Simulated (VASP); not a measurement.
**TePb: single point with r2SCAN**

TePb:

```
Pb Te
1.0
     5.60621    0.00000    0.00000
    -2.80311    4.85512    0.00000
     0.00000    0.00000    6.70421
Pb Te
2 2
Cartesian
  0.0000 3.2367 1.6761
  2.8031 1.6184 5.0282
  2.8031 1.6184 1.6761
  0.0000 3.2367 5.0282
```

| Property | Result |
| --- | --- |
| Program | VASP 6.6.1 |
| Task | single point |
| Functional | r2SCAN |
| Potentials or basis | VASP PAW PBE potentials, release 64 (Pb_d, Te) |
| Cutoff | 520 eV |
| k mesh | 6 × 6 × 4 |
| Occupations | gaussian, width 0.01 eV |
| Spin | no spin polarisation |
| Dipole correction | no |
| Further INCAR settings | ALGO = Normal; EDIFF = 1e-07; NBANDS = 28 |

The pressure is -1.7 GPa. The band gap on the k mesh is 1.45 eV.

Stress tensor (GPa, compression positive):
```
-1.62  0.00  0.00
 0.00 -1.62  0.00
 0.00  0.00 -1.73
```

Levels at points of the mesh, in eV from the valence-band top:
```csv
k point,band 18,band 19,band 20,band 21,band 22,band 23
"(0.00, 0.00, 0.00)",-1.29,-1.29,-1.28,1.63,1.63,3.11
"(0.50, 0.00, 0.00)",-1.78,-1.67,-0.36,2.56,3.58,3.66
"(0.00, 0.00, 0.50)",-1.93,-1.06,-1.06,2.10,2.10,2.10
"(0.50, 0.00, 0.50)",-1.25,-0.55,-0.55,1.57,1.57,2.88
```

Wall time 14 min on 1 thread of Intel Xeon 8259CL, with other jobs on the host, peak memory 0.37 GiB.

Caveat: the PAW data sets were made with another functional, which shifts forces and pressure a little; spin-orbit coupling is left out, which moves the levels of the heavy elements. A k mesh can miss the band edges.
